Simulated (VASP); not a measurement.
# LiH3 (P6/mmm) in VASP: notebook

The runs below take LiH3 through single point, with PBE.

All numbers are computed with VASP 6.6.1; they aren't measurements. Logs are shortened: lines on timing, memory, paths and dates and some standing lists are left out, and cuts for length are marked.

**1. The cell of the first run**

The structure is hexagonal, space group P6/mmm (No. 191). The conventional cell has a = 2.823 Å, b = 2.823 Å, c = 4.939 Å, α = 90.00°, β = 90.00°, γ = 120.00°. Within 2.0 Å of Li (site symmetry 6/mmm) lie 2 H at 1.49 Å. H (site symmetry 6mm) has 1 H at 0.97 Å within 1.3 Å. H (site symmetry 6/mmm) has 2 H at 0.97 Å within 1.3 Å.

The cell was built from a structure type or drawn by symmetry, and may not be a known phase.

**2. Single point, PBE**

Contents of INCAR:

```
ALGO = Normal ; EDIFF = 1E-6
ENCUT = 520 ; GGA = PE
ISIF = 2 ; ISMEAR = 0
LASPH = True ; LCHARG = True
LELF = True ; LREAL = False
LVHAR = True ; LWAVE = False
NBANDS = 11 ; NELM = 80
PREC = Accurate ; SIGMA = 0.1
```

Contents of KPOINTS:

```
k-points
0
Gamma
  6 6 4
```

Contents of POSCAR:

```
LiH3
1.0
    2.8231963600      0.0000000000      0.0000000000
   -1.4115981800      2.4449597600      0.0000000000
    0.0000000000      0.0000000000      4.9389273500
Li H
1 3
Direct
    0.0000000000      0.0000000000      0.5000000000
    0.0000000000      0.0000000000      0.8026315000
    0.0000000000      0.0000000000      0.1973685000
    0.0000000000      0.0000000000      0.0000000000
```

Potentials or basis: VASP PAW PBE potentials, release 64 (Li_sv, H).

Command:

```sh
> cat potpaw_PBE.64/Li_sv/POTCAR potpaw_PBE.64/H/POTCAR > POTCAR
> mpirun -np 1 vasp_std > vasp.out
```

OUTCAR:

```text
EDIFF = 1E-6
   ENCUT = 520
   GGA = PE
   ISIF = 2
   ISMEAR = 0
   LASPH = True
   LREAL = False
   NELM = 80
   PREC = Accurate

 ion  position               nearest neighbor table
   1  0.000  0.000  0.500-   2 1.49   3 1.49
   2  0.000  0.000  0.803-   1 1.49
   3  0.000  0.000  0.197-   1 1.49
   4  0.000  0.000  0.000-

  LATTYP: Found a hexagonal cell.
 ALAT       =     2.8231963600
 C/A-ratio  =     1.7494097895

  Lattice vectors:

 A1 = (   2.8231963600,   0.0000000000,   0.0000000000)
 A2 = (  -1.4115981800,   2.4449597600,   0.0000000000)
 A3 = (   0.0000000000,   0.0000000000,   4.9389273500)

Analysis of symmetry for initial positions (statically):
=====================================================================
 Subroutine PRICEL returns:
 Original cell was already a primitive cell.

 Routine SETGRP: Setting up the symmetry group for a
 hexagonal supercell.

 Subroutine GETGRP returns: Found 24 space group operations
 (whereof 24 operations were pure point group operations)
 out of a pool of 24 trial point group operations.

The static configuration has the point symmetry D_6h.

Analysis of symmetry for dynamics (positions and initial velocities):
=====================================================================
 Subroutine PRICEL returns:
 Original cell was already a primitive cell.

 Routine SETGRP: Setting up the symmetry group for a
 hexagonal supercell.

 Subroutine GETGRP returns: Found 24 space group operations
 (whereof 24 operations were pure point group operations)
 out of a pool of 24 trial point group operations.

The dynamic configuration has the point symmetry D_6h.

 Subroutine INISYM returns: Found 24 space group operations
 (whereof 24 operations are pure point group operations),
 and found     1 'primitive' translations

----------------------------------------------------------------------------------------

                                     Primitive cell

  volume of cell :      34.0914

  direct lattice vectors                    reciprocal lattice vectors
     2.823196360  0.000000000  0.000000000     0.354208448  0.204502343  0.000000000
    -1.411598180  2.444959760  0.000000000     0.000000000  0.409004686  0.000000000
     0.000000000  0.000000000  4.938927350     0.000000000  0.000000000  0.202473114

  length of vectors
     2.823196360  2.823196353  4.938927350     0.409004685  0.409004686  0.202473114

  position of ions in fractional coordinates (direct lattice)
     0.000000000  0.000000000  0.500000000
     0.000000000  0.000000000  0.802631500
     0.000000000  0.000000000  0.197368500
     0.000000000  0.000000000  0.000000000

  ion indices of the primitive-cell ions
   primitive index   ion index
                 1           1
                 2           2
                 3           3
                 4           4

----------------------------------------------------------------------------------------

 KPOINTS: k-points

Automatic generation of k-mesh.
 Grid dimensions read from file:
 generate k-points for:    6    6    4

 Generating k-lattice:

  Cartesian coordinates                     Fractional coordinates (reciprocal lattice)
     0.059034741  0.034083724  0.000000000     0.166666667  0.000000000  0.000000000
     0.000000000  0.068167448  0.000000000     0.000000000  0.166666667  0.000000000
     0.000000000  0.000000000  0.050618278     0.000000000  0.000000000  0.250000000

  Length of vectors
     0.068167448  0.068167448  0.050618278

  Shift w.r.t. Gamma in fractional coordinates (k-lattice)
     0.000000000  0.000000000  0.000000000

 Subroutine IBZKPT returns following result:
 ===========================================

 Found     21 irreducible k-points:

 Following reciprocal coordinates:
            Coordinates               Weight
  0.000000  0.000000  0.000000      1.000000
  0.166667  0.000000  0.000000      6.000000
  0.333333  0.000000  0.000000      6.000000
  0.500000  0.000000  0.000000      3.000000
  0.166667  0.166667  0.000000      6.000000
  0.333333  0.166667  0.000000     12.000000
[... 13 lines left out ...]
  0.333333  0.166667  0.500000     12.000000
  0.333333  0.333333  0.500000      2.000000
   k-points           NKPTS =     21   k-points in BZ     NKDIM =     21   number of bands    NBANDS=     11
   number of dos      NEDOS =    301   number of ions     NIONS =      4
   total plane-waves  NPLWV =  23040
   dimension x,y,z NGX =    24 NGY =   24 NGZ =   40
   dimension x,y,z NGXF=    48 NGYF=   48 NGZF=   80
   ions per type =               1   3
   NGX,Y,Z   is equivalent  to a cutoff of  14.13, 14.13, 13.46 a.u.
   NGXF,Y,Z  is equivalent  to a cutoff of  28.27, 28.27, 26.93 a.u.
 SYSTEM =  unknown system
   PREC   = accura    normal or accurate (medium, high low for compatibility)
   ISTART =      0    job   : 0-new  1-cont  2-samecut
   ICHARG =      2    charge: 1-file 2-atom 10-const
   ISPIN  =      1    spin polarized calculation?
   LNONCOLLINEAR =      F non collinear calculations
   LSORBIT =      F    spin-orbit coupling
   LASPH  =      T    aspherical Exc in radial PAW
   ENCUT  =  520.0 eV  38.22 Ry    6.18 a.u.   5.25  5.25  9.18*2*pi/ulx,y,z
   NELM   =     80;   NELMIN=  2; NELMDL= -5     # of ELM steps
   EDIFF  = 0.1E-05   stopping-criterion for ELM
   LREAL  =      F    real-space projection
   EDIFFG = 0.1E-04   stopping-criterion for IOM
   NSW    =      0    number of steps for IOM
   IBRION =     -1    ionic relax: 0-MD 1-quasi-New 2-CG
   NFREE  =      0    steps in history (QN), initial steepest desc. (CG)
   ISIF   =      2    stress and relaxation
   ISYM   =      2    0-nonsym 1-usesym 2-fastsym
   POTIM  = 0.5000    time-step for ionic-motion
   TEBEG  =    0.0;   TEEND  =   0.0 temperature during run
   PSTRESS=    0.0 pullay stress
   NELECT =       6.0000    total number of electrons
   NUPDOWN=      -1.0000    fix difference up-down
   EMIN   =  10.00;   EMAX   =-10.00  energy-range for DOS
   EFERMI =   0.00;   METHOD = LEGACY
   ISMEAR =     0;   SIGMA  =   0.10  broadening in eV -4-tet -1-fermi 0-gaus
   EFERMI_NEDOS =   21; number of points for ismear=-14 and -15
   IALGO  =     38    algorithm
   IMIX   =      4    mixing-type and parameters
     AMIX     =   0.40;   BMIX     =  1.00
     AMIX_MAG =   1.60;   BMIX_MAG =  1.00
  volume/ion in A,a.u.               =       8.52        57.52
  Fermi-wavevector in a.u.,A,eV,Ry     =   0.917438  1.733707 11.451924  0.841693
  Thomas-Fermi vector in A             =   2.042407
   LORBIT       =      0    0 simple, 1 ext, 2 COOP (PROOUT), +10 PAW based schemes
   GGA     = PE    functional components
   LHFCALC =     F    Hartree Fock is set to
   AEXX    =    0.0000 exact exchange contribution
   IVDW    =     0    specifies the selected vdW correction
   LEPSILON=     F    determine dielectric tensor
   LRPA    =     F    only Hartree local field effects (RPA)
 non-spin polarized calculation
 Gauss-broadening in eV      SIGMA  =   0.10
  energy-cutoff  :      520.00
  volume of cell :       34.09
 maximum number of plane-waves:       928
 NGX is ok and might be reduce to    24
   NGX = 11   NGY = 11   NGZ = 19

 number of electron       6.0000000 magnetization

 Free energy of the ion-electron system (eV)
  ---------------------------------------------------
  ext. energy  EPLUGINS =         0.00000000
  ---------------------------------------------------
  free energy    TOTEN  =       -10.46993570 eV

  energy without entropy =      -10.46993222  energy(sigma->0) =      -10.46993396

 E-fermi :  -0.0338     XC(G=0):  -7.2606

 val. band max:       -0.2805405076   @ k =   0.3333   0.3333   0.5000
 cond. band min:       0.1994397088   @ k =   0.0000   0.0000   0.0000
 fundamental gap:      0.4799802164
 Fermi energy:        -0.0338391150

 k-point     1 :       0.0000    0.0000    0.0000
  band No.  band energies     occupation
      1     -46.7491      2.00000
      2      -8.8383      2.00000
      3      -3.7724      2.00000
      4       0.1994      0.00097
      5      12.2529      0.00000
      6      13.5950      0.00000
      7      13.9588      0.00000
      8      14.6791      0.00000
      9      14.6791      0.00000
     10      18.2612      0.00000
     11      20.2428      0.00000

 k-point     2 :       0.1667    0.0000    0.0000
  band No.  band energies     occupation
      1     -46.7419      2.00000
      2      -8.4132      2.00000
      3      -3.2968      2.00000
      4       0.4321      0.00000
      5       9.6110      0.00000
      6      12.6286      0.00000
      7      12.8404      0.00000
      8      13.1288      0.00000
      9      14.3291      0.00000
     10      16.5200      0.00000
     11      18.6901      0.00000

 k-point     3 :       0.3333    0.0000    0.0000
  band No.  band energies     occupation
      1     -46.7272      2.00000
      2      -7.3632      2.00000
      3      -2.1054      2.00000
      4       0.7935      0.00000
      5       6.5206      0.00000
      6       9.5850      0.00000
      7       9.7578      0.00000
      8      11.3937      0.00000
      9      13.1077      0.00000
     10      16.4448      0.00000
     11      17.9064      0.00000
[... 225 lines left out ...]
 k-point    20 :       0.3333    0.1667    0.5000
  band No.  band energies     occupation
      1     -46.7198      2.00000
      2      -6.8373      2.00000
      3      -1.2144      2.00000
      4       2.2532      0.00000
      5       5.1513      0.00000
      6       6.5311      0.00000
      7       7.0468      0.00000
      8      10.0020      0.00000
      9      13.7560      0.00000
     10      16.0123      0.00000
     11      16.6554      0.00000

 k-point    21 :       0.3333    0.3333    0.5000
  band No.  band energies     occupation
      1     -46.7161      2.00000
      2      -6.5210      2.00000
      3      -0.2805      1.99951
      4       3.2078      0.00000
      5       3.2078      0.00000
      6       6.4760      0.00000
      7       6.4760      0.00000
      8       7.4783      0.00000
      9      15.2739      0.00000
     10      17.1089      0.00000
     11      17.1089      0.00000

------------------------ aborting loop because EDIFF is reached ----------------------------------------

  FORCE on cell =-STRESS in cart. coord.  units (eV):
  Direction    XX          YY          ZZ          XY          YZ          ZX
  --------------------------------------------------------------------------------------
  -------------------------------------------------------------------------------------
  Total        1.2675198      1.2675198      2.9632455     -0.0000000      0.0000000      0.0000000
  in kB       59.5689418     59.5689415    139.2620497     -0.0000000      0.0000000      0.0000000
  external PRESSURE =      86.1333110 kB  Pullay stress =       0.0000000 kB

 VOLUME and BASIS-vectors are now :
 -----------------------------------------------------------------------------
  energy-cutoff  :      520.00
  volume of cell :       34.09
      direct lattice vectors                 reciprocal lattice vectors
     2.823196360  0.000000000  0.000000000     0.354208448  0.204502343  0.000000000
    -1.411598180  2.444959760  0.000000000     0.000000000  0.409004686  0.000000000
     0.000000000  0.000000000  4.938927350     0.000000000  0.000000000  0.202473114

 POSITION                                       TOTAL-FORCE (eV/Angst)
 -----------------------------------------------------------------------------------
      0.00000      0.00000      2.46946        -0.000000     -0.000000      0.000000
      0.00000      0.00000      3.96414         0.000000     -0.000000      0.693948
      0.00000      0.00000      0.97479        -0.000000      0.000000     -0.693948
      0.00000      0.00000      0.00000        -0.000000     -0.000000      0.000000
 -----------------------------------------------------------------------------------
    total drift:                                0.000000     -0.000000      0.000000

  FREE ENERGIE OF THE ION-ELECTRON SYSTEM (eV)
  ---------------------------------------------------
  free  energy   TOTEN  =       -10.4699357001 eV

  energy  without entropy=      -10.4699322211  energy(sigma->0) =      -10.46993396
```

Wall time 4 s (1 thread of Intel Xeon 6975P-C (Granite Rapids), shared host); peak memory 0.15 GiB.

What came out:

* Free energy: -10.4699 eV
* Largest force: 0.694 eV/Å
* Band gap on the k mesh: 0.48 eV (least direct gap 1.96 eV)

Forces in eV/Å, atoms in the order of the input:
```
Li   0.000  0.000  0.000
H    0.000  0.000  0.694
H    0.000  0.000 -0.694
H    0.000  0.000  0.000
```

Caveat: the k points lie up to 0.43 Å⁻¹ apart; the cutoff is under 1.25 times the usual one of these potentials, so pressure, stress and relaxed cells hold a basis-set (Pulay) error.

**3. Single point, PBE**

This run uses another cell than the first one, of 20.16 Å³/atom.

Contents of INCAR:

```
ALGO     = Normal         # electronic algorithm
EDIFF    = 1E-6           # SCF threshold, eV
ENCUT    = 520            # plane-wave cutoff, eV
GGA      = PE             # functional
ISIF     = 2              # what is computed and relaxed
ISMEAR   = 0              # smearing method
LASPH    = True           # aspherical terms in the spheres
LCHARG   = False          # write CHGCAR
LREAL    = False          # projectors in reciprocal space
LWAVE    = False          # write WAVECAR
NBANDS   = 11             # bands
NELM     = 100            # most SCF steps
PREC     = Accurate       # precision mode
SIGMA    = 0.1            # smearing width, eV
```

KPOINTS is that of step 2.

Contents of POSCAR:

```
LiH3
1.0
    4.1565961080      0.0000000000      0.0000000000
   -2.0782980540      3.5997178228      0.0000000000
    0.0000000000      0.0000000000      5.3888705747
Li H
1 3
Direct
    0.0000000000      0.0000000000      0.5000000000
    0.0000000000      0.0000000000      0.8136100111
    0.0000000000      0.0000000000      0.1863899889
    0.0000000000      0.0000000000      0.0000000000
```

Potentials or basis: VASP PAW PBE potentials, release 64 (Li_sv, H).

Command:

```sh
> cat potpaw_PBE.64/Li_sv/POTCAR potpaw_PBE.64/H/POTCAR > POTCAR
> mpirun -np 1 vasp_std > vasp.out
```

It took 6.7 s on 1 thread of Intel Xeon 6975P-C (Granite Rapids), shared host; peak memory 0.18 GiB.

It converged, with:

- Free energy: -11.0450 eV
- Largest force: 0.032 eV/Å
- Band gap on the k mesh: 2.41 eV (least direct gap 2.92 eV)

Forces on the atoms (eV/Å):
```
Li   0.000  0.000  0.000
H    0.000  0.000  0.032
H    0.000  0.000 -0.032
H    0.000  0.000  0.000
```

Levels at points of the mesh, in eV from the valence-band top:
```
           k point  band 1  band 2  band 3  band 4  band 5  band 6  band 7  band 8
(0.00, 0.00, 0.00)  -45.51   -5.58   -0.51    2.41    8.24    8.38    8.38   10.41
(0.50, 0.00, 0.00)  -45.51   -5.30   -0.13    2.97    4.91    6.98    8.46    8.58
(0.00, 0.00, 0.50)  -45.51   -5.59   -0.98    5.20    5.79    8.00    8.85    8.85
(0.50, 0.00, 0.50)  -45.51   -5.35   -0.12    3.60    5.36    6.90    7.41    7.50
```

Caveat: the cutoff is under 1.25 times the usual one of these potentials, so pressure, stress and relaxed cells hold a basis-set (Pulay) error. A k mesh can miss the band edges.
